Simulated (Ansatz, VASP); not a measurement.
Re: VASP beside Ansatz

The input INCAR:

```
SYSTEM = Re
PREC = Accurate ; ENCUT = 500
EDIFF = 1E-6 ; ISMEAR = -1
SIGMA = 0.1 ; LREAL = .False.
LASPH = .True. ; NELM = 120
ALGO = Normal ; ISIF = 2
LWAVE = .False. ; LCHARG = .True.
GGA = B5 ; ALDAX = 1.0
AGGAX = 1.0 ; AGGAC = 1.0
ALDAC = 0.0 ; LELF = .True.
LVHAR = .True. ; NBANDS = 14
GGA_COMPAT = .False.
```

File KPOINTS:

```
regular mesh
0
Gamma
  16 16 16
  0 0 0
```

File POSCAR:

```
Re
1.0
   -1.5561701569      1.5561701569      1.5561701569
    1.5561701569     -1.5561701569      1.5561701569
    1.5561701569      1.5561701569     -1.5561701569
Re
1
Direct
    0.0000000000      0.0000000000      0.0000000000
```

Input for Ansatz:

```yaml
crystal:
  lattice:
    - [-1.5561701569, 1.5561701569, 1.5561701569]
    - [1.5561701569, -1.5561701569, 1.5561701569]
    - [1.5561701569, 1.5561701569, -1.5561701569]
  atoms:
    - { symbol: Re, position: [0.0, 0.0, 0.0] }
hamiltonian:
  xc: blyp
  pseudopotentials:
    kind: paw
    azcp:
      Re: "pseudopotentials/Re.paw.azcp"
basis:
  ecutwfc: 420
  fft_grid_basis: typed
kpoints:
  mp_grid: { grid: [16, 16, 16], shift: [0, 0, 0] }
magnetization:
  spin_polarized: false
scf:
  occupations: { method: fermi_dirac, width: 0.1 }
  lower_state_search: "off"
output:
  stress: true
```

Alike in both runs: task single point; functional BLYP; k mesh 16 × 16 × 16; occupations fermi-dirac, width 0.1 eV; no spin polarisation.

```csv
,VASP,Ansatz
version,VASP 6.6.1,Ansatz 0.2.0
potentials or method,"VASP PAW PBE potentials, release 64 (Re_sv_GW), cutoff 500 eV","plane waves (420 eV) with PAW, scalar-relativistic"
valence electrons in the cell,15,15
```

```tsv
	VASP	Ansatz	Ansatz less VASP
pressure (GPa)	13.5	14.2	+0.70
```

VASP's potentials were made for PBE, not for BLYP.

Spin-orbit coupling is off throughout.
